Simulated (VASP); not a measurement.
# Mg (Im-3m) in VASP: further runs, part 2 of 3

VASP 6.6.1. Earlier steps stand in the parts before.

**3. Single point, RPBE (volume scaled by 0.92)**

INCAR

```
PREC = Accurate ; ENCUT = 520
EDIFF = 1E-6 ; ISMEAR = -1
SIGMA = 0.1 ; LREAL = False
LASPH = True ; NELM = 80
ALGO = Normal ; ISIF = 2
LWAVE = False ; LCHARG = False
GGA = RP ; NBANDS = 7
```

KPOINTS

```
Automatic mesh
0
Gamma
  14 14 14
```

POSCAR

```
Mg
1.0
   -1.7596194029      1.7596194029      1.7596194029
    1.7596194029     -1.7596194029      1.7596194029
    1.7596194029      1.7596194029     -1.7596194029
Mg
1
Direct
    0.0000000000      0.0000000000      0.0000000000
```

Potentials or basis: VASP PAW PBE potentials, release 64 (Mg).

Command:

```
cat potpaw_PBE.64/Mg/POTCAR > POTCAR
mpirun -np 1 vasp_std > vasp.out
```

OUTCAR:

```text
PREC = Accurate
   ENCUT = 520
   EDIFF = 1E-6
   ISMEAR = -1
   LREAL = False
   LASPH = True
   NELM = 80
   ISIF = 2
   GGA = RP

 ion  position               nearest neighbor table
   1  0.000  0.000  0.000-

  LATTYP: Found a body centered cubic cell.
 ALAT       =     3.5192388058

  Lattice vectors:

 A1 = (  -1.7596194029,   1.7596194029,   1.7596194029)
 A2 = (   1.7596194029,  -1.7596194029,   1.7596194029)
 A3 = (   1.7596194029,   1.7596194029,  -1.7596194029)

Analysis of symmetry for initial positions (statically):
=====================================================================
 Subroutine PRICEL returns:
 Original cell was already a primitive cell.

 Routine SETGRP: Setting up the symmetry group for a
 body centered cubic supercell.

 Subroutine GETGRP returns: Found 48 space group operations
 (whereof 48 operations were pure point group operations)
 out of a pool of 48 trial point group operations.

The static configuration has the point symmetry O_h .

Analysis of symmetry for dynamics (positions and initial velocities):
=====================================================================
 Subroutine PRICEL returns:
 Original cell was already a primitive cell.

 Routine SETGRP: Setting up the symmetry group for a
 body centered cubic supercell.

 Subroutine GETGRP returns: Found 48 space group operations
 (whereof 48 operations were pure point group operations)
 out of a pool of 48 trial point group operations.

The dynamic configuration has the point symmetry O_h .

 Subroutine INISYM returns: Found 48 space group operations
 (whereof 48 operations are pure point group operations),
 and found     1 'primitive' translations

----------------------------------------------------------------------------------------

                                     Primitive cell

  volume of cell :      21.7930

  direct lattice vectors                    reciprocal lattice vectors
    -1.759619403  1.759619403  1.759619403     0.000000000  0.284152357  0.284152357
     1.759619403 -1.759619403  1.759619403     0.284152357  0.000000000  0.284152357
     1.759619403  1.759619403 -1.759619403     0.284152357  0.284152357  0.000000000

  length of vectors
     3.047750208  3.047750208  3.047750208     0.401852116  0.401852116  0.401852116

  position of ions in fractional coordinates (direct lattice)
     0.000000000  0.000000000  0.000000000

  ion indices of the primitive-cell ions
   primitive index   ion index
                 1           1

----------------------------------------------------------------------------------------

 KPOINTS: Automatic mesh

Automatic generation of k-mesh.
 Grid dimensions read from file:
 generate k-points for:   14   14   14

 Generating k-lattice:

  Cartesian coordinates                     Fractional coordinates (reciprocal lattice)
     0.000000000  0.020296597  0.020296597     0.071428571  0.000000000  0.000000000
     0.020296597  0.000000000  0.020296597     0.000000000  0.071428571  0.000000000
     0.020296597  0.020296597  0.000000000     0.000000000  0.000000000  0.071428571

  Length of vectors
     0.028703723  0.028703723  0.028703723

  Shift w.r.t. Gamma in fractional coordinates (k-lattice)
     0.000000000  0.000000000  0.000000000

 Subroutine IBZKPT returns following result:
 ===========================================

 Found    104 irreducible k-points:

 Following reciprocal coordinates:
            Coordinates               Weight
  0.000000  0.000000  0.000000      1.000000
  0.071429  0.000000  0.000000     12.000000
  0.142857  0.000000  0.000000     12.000000
  0.214286  0.000000  0.000000     12.000000
  0.285714  0.000000  0.000000     12.000000
  0.357143  0.000000  0.000000     12.000000
[... 16 lines left out ...]
  0.285714  0.285714  0.000000     24.000000
  0.357143  0.285714 -0.000000     24.000000
 [... further k-points ...]
   k-points           NKPTS =    104   k-points in BZ     NKDIM =    104   number of bands    NBANDS=      7
   number of dos      NEDOS =    301   number of ions     NIONS =      1
   total plane-waves  NPLWV =  13824
   dimension x,y,z NGX =    24 NGY =   24 NGZ =   24
   dimension x,y,z NGXF=    48 NGYF=   48 NGZF=   48
   ions per type =               1
   NGX,Y,Z   is equivalent  to a cutoff of  13.09, 13.09, 13.09 a.u.
   NGXF,Y,Z  is equivalent  to a cutoff of  26.18, 26.18, 26.18 a.u.
 SYSTEM =  unknown system
   PREC   = accura    normal or accurate (medium, high low for compatibility)
   ISTART =      0    job   : 0-new  1-cont  2-samecut
   ICHARG =      2    charge: 1-file 2-atom 10-const
   ISPIN  =      1    spin polarized calculation?
   LNONCOLLINEAR =      F non collinear calculations
   LSORBIT =      F    spin-orbit coupling
   LASPH  =      T    aspherical Exc in radial PAW
   ENCUT  =  520.0 eV  38.22 Ry    6.18 a.u.   5.67  5.67  5.67*2*pi/ulx,y,z
   NELM   =     80;   NELMIN=  2; NELMDL= -5     # of ELM steps
   EDIFF  = 0.1E-05   stopping-criterion for ELM
   LREAL  =      F    real-space projection
   EDIFFG = 0.1E-04   stopping-criterion for IOM
   NSW    =      0    number of steps for IOM
   IBRION =     -1    ionic relax: 0-MD 1-quasi-New 2-CG
   NFREE  =      0    steps in history (QN), initial steepest desc. (CG)
   ISIF   =      2    stress and relaxation
   ISYM   =      2    0-nonsym 1-usesym 2-fastsym
   POTIM  = 0.5000    time-step for ionic-motion
   TEBEG  =    0.0;   TEEND  =   0.0 temperature during run
   PSTRESS=    0.0 pullay stress
   NELECT =       2.0000    total number of electrons
   NUPDOWN=      -1.0000    fix difference up-down
   EMIN   =  10.00;   EMAX   =-10.00  energy-range for DOS
   EFERMI =   0.00;   METHOD = LEGACY
   ISMEAR =    -1;   SIGMA  =   0.10  broadening in eV -4-tet -1-fermi 0-gaus
   EFERMI_NEDOS =   21; number of points for ismear=-14 and -15
   IALGO  =     38    algorithm
   IMIX   =      4    mixing-type and parameters
     AMIX     =   0.40;   BMIX     =  1.00
     AMIX_MAG =   1.60;   BMIX_MAG =  1.00
  volume/ion in A,a.u.               =      21.79       147.07
  Fermi-wavevector in a.u.,A,eV,Ry     =   0.738436  1.395441  7.419086  0.545287
  Thomas-Fermi vector in A             =   1.832358
   LORBIT       =      0    0 simple, 1 ext, 2 COOP (PROOUT), +10 PAW based schemes
   GGA     = RP    functional components
   LHFCALC =     F    Hartree Fock is set to
   AEXX    =    0.0000 exact exchange contribution
   IVDW    =     0    specifies the selected vdW correction
   LEPSILON=     F    determine dielectric tensor
   LRPA    =     F    only Hartree local field effects (RPA)
 non-spin polarized calculation
  energy-cutoff  :      520.00
  volume of cell :       21.79
 maximum number of plane-waves:       603
   NGX = 11   NGY = 11   NGZ = 11

 number of electron       2.0000000 magnetization

 Free energy of the ion-electron system (eV)
  ---------------------------------------------------
  ext. energy  EPLUGINS =         0.00000000
  ---------------------------------------------------
  free energy    TOTEN  =        -1.30399375 eV

  energy without entropy =       -1.29107973  energy(sigma->0) =       -1.29753674

 E-fermi :   3.0835     XC(G=0):  -8.5547

 val. band max:        3.0717524281   @ k =   0.3571   0.1429   0.1429
 cond. band min:       3.1276634803   @ k =  -0.4286   0.4286   0.3571
 fundamental gap:      0.0559110522
 Fermi energy:         3.0835476988

 k-point     1 :       0.0000    0.0000    0.0000
  band No.  band energies     occupation
      1      -4.1352      2.00000
      2      16.4525      0.00000
      3      16.4525      0.00000
      4      16.4525      0.00000
      5      18.4799      0.00000
      6      18.4799      0.00000
      7      19.0206      0.00000

 k-point     2 :       0.0714    0.0000    0.0000
  band No.  band energies     occupation
      1      -4.0108      2.00000
      2      15.0520      0.00000
      3      15.8204      0.00000
      4      15.9474      0.00000
      5      17.4366      0.00000
      6      17.6270      0.00000
      7      19.1387      0.00000
[... 201 lines left out ...]
 k-point    23 :       0.2857    0.2857    0.0000
  band No.  band energies     occupation
      1       1.6173      2.00000
      2       4.5099      0.00000
      3       5.5738      0.00000
      4      11.6456      0.00000
      5      17.3862      0.00000
      6      18.3668      0.00000
      7      20.8419      0.00000

 k-point    24 :       0.3571    0.2857   -0.0000
  band No.  band energies     occupation
      1       2.8074      1.88108
      2       3.4002      0.08090
      3       5.1686      0.00000
      4      11.5365      0.00000
      5      17.6050      0.00000
      6      18.8609      0.00000
      7      19.9943      0.00000

 [... further k-points ...]
[... 5 lines left out ...]
  --------------------------------------------------------------------------------------
  -------------------------------------------------------------------------------------
  Total        0.4230438      0.4230438      0.4230438      0.0000000      0.0000000      0.0000000
  in kB       31.1013796     31.1013796     31.1013796      0.0000000      0.0000000      0.0000000
  external PRESSURE =      31.1013796 kB  Pullay stress =       0.0000000 kB

 VOLUME and BASIS-vectors are now :
 -----------------------------------------------------------------------------
  energy-cutoff  :      520.00
  volume of cell :       21.79
      direct lattice vectors                 reciprocal lattice vectors
    -1.759619403  1.759619403  1.759619403     0.000000000  0.284152357  0.284152357
     1.759619403 -1.759619403  1.759619403     0.284152357  0.000000000  0.284152357
     1.759619403  1.759619403 -1.759619403     0.284152357  0.284152357  0.000000000

 POSITION                                       TOTAL-FORCE (eV/Angst)
 -----------------------------------------------------------------------------------
      0.00000      0.00000      0.00000         0.000000      0.000000     -0.000000
 -----------------------------------------------------------------------------------
    total drift:                                0.000000      0.000000      0.000000

  FREE ENERGIE OF THE ION-ELECTRON SYSTEM (eV)
  ---------------------------------------------------
  free  energy   TOTEN  =        -1.3039937481 eV

  energy  without entropy=       -1.2910797281  energy(sigma->0) =       -1.29753674
```

OSZICAR:

```text
N       E                     dE             d eps       ncg     rms          rms(c)
DAV:   1    -0.598457107210E+00   -0.59846E+00   -0.72171E+02  1631   0.185E+02
DAV:   2    -0.130708791392E+01   -0.70863E+00   -0.67339E+00  1932   0.111E+01
DAV:   3    -0.130952718921E+01   -0.24393E-02   -0.24360E-02  1904   0.750E-01
DAV:   4    -0.130952968874E+01   -0.24995E-05   -0.24995E-05  2051   0.198E-02
DAV:   5    -0.130952969515E+01   -0.64052E-08   -0.62857E-08  1925   0.716E-04    0.716E-01
DAV:   6    -0.130762263174E+01    0.19071E-02   -0.29012E-04  1631   0.152E-01    0.460E-01
DAV:   7    -0.130398214693E+01    0.36405E-02   -0.11253E-03  1477   0.253E-01    0.261E-02
DAV:   8    -0.130399487912E+01   -0.12732E-04   -0.62824E-06  2219   0.165E-02    0.628E-03
DAV:   9    -0.130399381031E+01    0.10688E-05   -0.92439E-07  1624   0.401E-03    0.452E-04
DAV:  10    -0.130399374806E+01    0.62252E-07   -0.51556E-09  1043   0.382E-04
   1 F= -.13039937E+01 E0= -.12975367E+01  d E =-.129140E-01
```

stdout:

```text
POSCAR found type information on POSCAR Mg
 POSCAR found :  1 types and       1 ions
 scaLAPACK will be used
 -----------------------------------------------------------------------------
|                                                                             |
|                                                                             |
|     You enforced a specific xc type in the INCAR file but a different       |
|     I HOPE YOU KNOW WHAT YOU ARE DOING!                                     |
|                                                                             |
 -----------------------------------------------------------------------------

 LDA part: xc-table for (Slater+PW92), standard interpolation
 POSCAR, INCAR and KPOINTS ok, starting setup
 FFT: planning ... GRIDC
 FFT: planning ... GRID_SOFT
 FFT: planning ... GRID
 WAVECAR not read
 entering main loop
```

Wall time 6.4 s (1 thread of Intel Xeon 6975P-C (Granite Rapids), shared host); peak memory 0.14 GiB.

Results:

```yaml
Free_energy: -1.3040 eV
Pressure: 3.1 GPa
Band_gap_on_the_k_mesh: zero (band 1 reaches 7.01 eV, above the bottom of band 2 at 2.16 eV)
```

Caveat: the PAW data sets were made with another functional, which shifts forces and pressure a little.

(Part 2 of 3 ends here.)
